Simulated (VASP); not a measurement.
Wanted: the native input for a VASP 6.6.1 run.

```yaml
Task: single point
Functional: PBE
Potentials_or_basis: VASP PAW PBE potentials, release 64 (Li_sv)
Cutoff: 520 eV
k_mesh: 4 × 4 × 4
Occupations: gaussian, width 0.1 eV
Spin: no spin polarisation
Dipole_correction: no
Further_INCAR_settings: ALGO = Normal; EDIFF = 1e-06; NBANDS = 26
```

The structure of Li lies in POSCAR:

```
Li
1.0
    7.4889195028      0.0000000000      0.0000000000
    0.0000000000      7.4889195028      0.0000000000
    0.0000000000      0.0000000000      3.7203164688
Li
10
Direct
    0.6685427087      0.8314572913      0.5000000000
    0.8314572913      0.3314572913      0.5000000000
    0.3314572913      0.1685427087      0.5000000000
    0.1685427087      0.6685427087      0.5000000000
    0.5000000000      0.5000000000      0.0000000000
    0.0000000000      0.0000000000      0.0000000000
    0.6330317029      0.1330317029      0.0000000000
    0.8669682971      0.6330317029      0.0000000000
    0.1330317029      0.3669682971      0.0000000000
    0.3669682971      0.8669682971      0.0000000000
```

These files were run (other wordings do the same):

INCAR

```
SYSTEM = Li
PREC     = Accurate       ! precision mode
ENCUT    = 520            ! plane-wave cutoff, eV
EDIFF    = 1E-6           ! SCF threshold, eV
ISMEAR   = 0              ! smearing method
SIGMA    = 0.1            ! smearing width, eV
LREAL    = .FALSE.        ! projectors in reciprocal space
LASPH    = .TRUE.         ! aspherical terms in the spheres
NELM     = 60             ! most SCF steps
ALGO     = Normal         ! electronic algorithm
ISIF     = 2              ! what is computed and relaxed
LWAVE    = .FALSE.        ! write WAVECAR
LCHARG   = .FALSE.        ! write CHGCAR
GGA      = PE             ! functional
NBANDS   = 26             ! bands
```

KPOINTS

```
Automatic mesh
0
G
  4 4 4
  0 0 0
```

Potentials or basis: VASP PAW PBE potentials, release 64 (Li_sv).

Run with:

```bash
$ cat potpaw_PBE.64/Li_sv/POTCAR > POTCAR
$ mpirun -np 1 vasp_std > vasp.out
```

It gave:

| Item | Value |
| --- | --- |
| Largest force | 0.040 eV/Å |
| Band gap on the k mesh | zero (bands 15 and 16 overlap by 2.04 eV) |

Caveat: the k points lie up to 0.42 Å⁻¹ apart, too coarse for converged energies and pressures of a metal.

It took 66 s on 1 thread of AMD EPYC 7R13 Processor (Zen 3) (shared host), peak memory 0.25 GiB.
